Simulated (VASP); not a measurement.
# BaS (Fm-3m) in VASP: further runs, part 2 of 2

VASP 6.6.1.

**3. Single point, PBEsol**

This run uses another cell than the first one, of 27.24 Å³/atom, 1.053 times its volume.

INCAR reads:

```
SYSTEM = BaS
PREC = Accurate
ENCUT = 520
EDIFF = 1E-6
ISMEAR = 0
SIGMA = 0.01
LREAL = .False.
LASPH = .True.
NELM = 60
ALGO = Normal
ISIF = 2
LWAVE = .False.
LCHARG = .True.
GGA = PS
LELF = .True.
LVHAR = .True.
NBANDS = 15
```

KPOINTS reads:

```
regular mesh
0
Gamma
  8 8 8
  0 0 0
```

POSCAR reads:

```
BaS
1.0
    0.0000000000      3.0088398743      3.0088398743
    3.0088398743      0.0000000000      3.0088398743
    3.0088398743      3.0088398743      0.0000000000
Ba S
1 1
Direct
    0.0000000000      0.0000000000      0.0000000000
    0.5000000000      0.5000000000      0.5000000000
```

Potentials or basis: VASP PAW PBE potentials, release 64 (Ba_sv, S).

The run is started by

```sh
> cat potpaw_PBE.64/Ba_sv/POTCAR potpaw_PBE.64/S/POTCAR > POTCAR
> mpirun -np 1 vasp_std > vasp.out
```

Run time: 19 s. Hardware: 1 thread of AMD EPYC 7R43 (Zen 3), shared host; peak memory 0.14 GiB.

Results (log left out):

- Free energy: -10.4210 eV
- Pressure: 11.2 GPa
- Band gap on the k mesh: 1.55 eV, direct

Levels at points of the mesh, in eV from the valence-band top:
| k point | band 6 | band 7 | band 8 | band 9 | band 10 | band 11 |
| --- | --- | --- | --- | --- | --- | --- |
| (0.00, 0.00, 0.00) | -0.01 | -0.01 | -0.01 | 3.70 | 3.70 | 3.70 |
| (0.50, 0.00, 0.00) | -2.44 | -1.53 | -1.53 | 6.03 | 6.06 | 6.91 |
| (0.50, 0.50, 0.00) | -0.22 | 0.00 | 0.00 | 1.55 | 6.30 | 7.09 |

Caveat: the PAW data sets were made with another functional, which shifts forces and pressure a little; spin-orbit coupling is left out, which moves the levels of the heavy elements.

**4. Single point, PBEsol**

This run uses another cell than the first one, of 28.27 Å³/atom, 1.092 times its volume.

INCAR reads:

```
SYSTEM = BaS
  ALGO = Normal
  EDIFF = 1E-7
  ENCUT = 520
  GGA = PS
  ISIF = 2
  ISMEAR = 0
  LASPH = .TRUE.
  LCHARG = .TRUE.
  LELF = .TRUE.
  LREAL = .FALSE.
  LVHAR = .TRUE.
  LWAVE = .FALSE.
  NBANDS = 15
  NELM = 80
  PREC = Accurate
  SIGMA = 0.01
```

KPOINTS reads:

```
k-points
0
G
  8 8 8
  0 0 0
```

POSCAR reads:

```
BaS
1.0
    0.0000000000      3.0461426837      3.0461426837
    3.0461426837      0.0000000000      3.0461426837
    3.0461426837      3.0461426837      0.0000000000
Ba S
1 1
Direct
    0.0000000000      0.0000000000      0.0000000000
    0.5000000000      0.5000000000      0.5000000000
```

Potentials or basis: VASP PAW PBE potentials, release 64 (Ba_sv, S).

The run is started by

```sh
> cat potpaw_PBE.64/Ba_sv/POTCAR potpaw_PBE.64/S/POTCAR > POTCAR
> mpirun -np 1 vasp_std > vasp.out
```

OUTCAR:

```text
SYSTEM = BaS
   EDIFF = 1E-7
   ENCUT = 520
   GGA = PS
   ISIF = 2
   ISMEAR = 0
   LASPH = .TRUE.
   LREAL = .FALSE.
   NELM = 80
   PREC = Accurate

 ion  position               nearest neighbor table
   1  0.000  0.000  0.000-   2 3.05   2 3.05   2 3.05   2 3.05   2 3.05   2 3.05
   2  0.500  0.500  0.500-   1 3.05   1 3.05   1 3.05   1 3.05   1 3.05   1 3.05

  LATTYP: Found a face centered cubic cell.
 ALAT       =     6.0922853674

  Lattice vectors:

 A1 = (   0.0000000000,   3.0461426837,   3.0461426837)
 A2 = (   3.0461426837,   0.0000000000,   3.0461426837)
 A3 = (   3.0461426837,   3.0461426837,   0.0000000000)

Analysis of symmetry for initial positions (statically):
=====================================================================
 Subroutine PRICEL returns:
 Original cell was already a primitive cell.

 Routine SETGRP: Setting up the symmetry group for a
 face centered cubic supercell.

 Subroutine GETGRP returns: Found 48 space group operations
 (whereof 48 operations were pure point group operations)
 out of a pool of 48 trial point group operations.

The static configuration has the point symmetry O_h .

Analysis of symmetry for dynamics (positions and initial velocities):
[... 165 lines left out ...]

 k-point     1 :       0.0000    0.0000    0.0000
  band No.  band energies     occupation
      1     -23.4921      2.00000
      2      -8.5025      2.00000
      3      -8.5025      2.00000
      4      -8.5025      2.00000
      5      -8.4323      2.00000
      6       2.1545      2.00000
      7       2.1545      2.00000
      8       2.1545      2.00000
      9       5.8916      0.00000
     10       5.8916      0.00000
     11       5.8916      0.00000
     12       6.2933      0.00000
     13       7.0100      0.00000
     14       7.0100      0.00000
[... 401 lines left out ...]
      2     -10.1218      2.00000
      3      -8.8384      2.00000
      4      -8.6838      2.00000
      5      -6.8904      2.00000
      6       0.3883      2.00000
      7       1.1108      2.00000
      8       1.2661      2.00000
      9       6.9117      0.00000
     10       7.1561      0.00000
     11       9.3505      0.00000
     12       9.7862      0.00000
     13      10.7645      0.00000
     14      11.6566      0.00000
     15      12.6796      0.00000

 [... further k-points ...]
[... 5 lines left out ...]
  --------------------------------------------------------------------------------------
  -------------------------------------------------------------------------------------
  Total        2.8334075      2.8334075      2.8334075      0.0000000      0.0000000      0.0000000
  in kB       80.3043168     80.3043168     80.3043168      0.0000000      0.0000000      0.0000000
  external PRESSURE =      80.3043168 kB  Pullay stress =       0.0000000 kB

 VOLUME and BASIS-vectors are now :
 -----------------------------------------------------------------------------
  energy-cutoff  :      520.00
  volume of cell :       56.53
      direct lattice vectors                 reciprocal lattice vectors
     0.000000000  3.046142684  3.046142684    -0.164142016  0.164142016  0.164142016
     3.046142684  0.000000000  3.046142684     0.164142016 -0.164142016  0.164142016
     3.046142684  3.046142684  0.000000000     0.164142016  0.164142016 -0.164142016

 POSITION                                       TOTAL-FORCE (eV/Angst)
 -----------------------------------------------------------------------------------
      0.00000      0.00000      0.00000        -0.000000      0.000000      0.000000
      3.04614      3.04614      3.04614         0.000000      0.000000      0.000000
 -----------------------------------------------------------------------------------
    total drift:                                0.000000     -0.000000     -0.000000

  FREE ENERGIE OF THE ION-ELECTRON SYSTEM (eV)
  ---------------------------------------------------
  free  energy   TOTEN  =       -10.5437410237 eV

  energy  without entropy=      -10.5437410237  energy(sigma->0) =      -10.54374102
```

Run time: 22 s. Hardware: 1 thread of AMD EPYC 7R43 (Zen 3), shared host; peak memory 0.15 GiB.

What came out:

| Quantity | Value |
| --- | --- |
| Free energy | -10.5437 eV |
| Pressure | 8.0 GPa |
| Band gap on the k mesh | 1.66 eV, indirect (least direct gap 1.70 eV) |

Caveat: the PAW data sets were made with another functional, which shifts forces and pressure a little; spin-orbit coupling is left out, which moves the levels of the heavy elements.

**5. Single point, PBEsol**

This run uses another cell than the first one, of 29.51 Å³/atom, 1.140 times its volume.

INCAR reads:

```
ALGO = Normal
EDIFF = 1E-6
ENCUT = 520
GGA = PS
ISIF = 2
ISMEAR = 0
LASPH = True
LCHARG = False
LREAL = False
LWAVE = False
NBANDS = 15
NELM = 80
PREC = Accurate
SIGMA = 0.01
```

KPOINTS reads:

```
k-points
0
Gamma
  8 8 8
```

POSCAR reads:

```
BaS
1.0
    0.0000000000      3.0900625730      3.0900625730
    3.0900625730      0.0000000000      3.0900625730
    3.0900625730      3.0900625730      0.0000000000
Ba S
1 1
Direct
    0.0000000000      0.0000000000      0.0000000000
    0.5000000000      0.5000000000      0.5000000000
```

The run is started by

```sh
> cat potpaw_PBE.64/Ba_sv/POTCAR potpaw_PBE.64/S/POTCAR > POTCAR
> mpirun -np 1 vasp_std > vasp.out
```

Wall time 25 s (1 thread of AMD EPYC 7R43 (Zen 3), shared host); peak memory 0.17 GiB.

Results (log left out):

```yaml
Free_energy: -10.6431 eV
Pressure: 4.9 GPa
Band_gap_on_the_k_mesh: 1.77 eV, indirect (least direct gap 1.84 eV)
```

Levels at points of the mesh, in eV from the valence-band top:
| k point | band 4 | band 5 | band 6 | band 7 | band 8 | band 9 | band 10 | band 11 | band 12 | band 13 |
| --- | --- | --- | --- | --- | --- | --- | --- | --- | --- | --- |
| (0.00, 0.00, 0.00) | -10.78 | -10.51 | 0.00 | 0.00 | 0.00 | 3.76 | 3.76 | 3.76 | 3.91 | 4.83 |
| (0.50, 0.00, 0.00) | -10.83 | -8.74 | -2.23 | -1.32 | -1.32 | 5.80 | 5.82 | 6.63 | 6.63 | 9.15 |
| (0.50, 0.50, 0.00) | -11.06 | -10.44 | -0.39 | -0.07 | -0.07 | 1.77 | 6.14 | 6.55 | 8.02 | 8.02 |

Caveat: the PAW data sets were made with another functional, which shifts forces and pressure a little; spin-orbit coupling is left out, which moves the levels of the heavy elements. A k mesh can miss the band edges.

**6. Overview**

| cell | gap on the mesh (eV) | pressure (GPa) |
| --- | --- | --- |
| a = 4.183 Å, angles 60.0°, 2 atoms | 1.32 | 16.4 |
| a = 4.255 Å, angles 60.0°, 2 atoms | 1.55 | 11.2 |
| a = 4.308 Å, angles 60.0°, 2 atoms | 1.66 | 8.0 |
| a = 4.370 Å, angles 60.0°, 2 atoms | 1.77 | 4.9 |

Alike in all rows: task single point; level PBEsol; potentials or basis VASP PAW PBE potentials, release 64 (Ba_sv, S); no spin polarisation; k mesh 8 × 8 × 8; cutoff (eV) 520; smearing gaussian 0.01 eV.

Caveats: the PAW data sets were made with another functional, which shifts forces and pressure a little; spin-orbit coupling is left out, which moves the levels of the heavy elements.

Absolute energies hang on the potentials; compare differences alone.
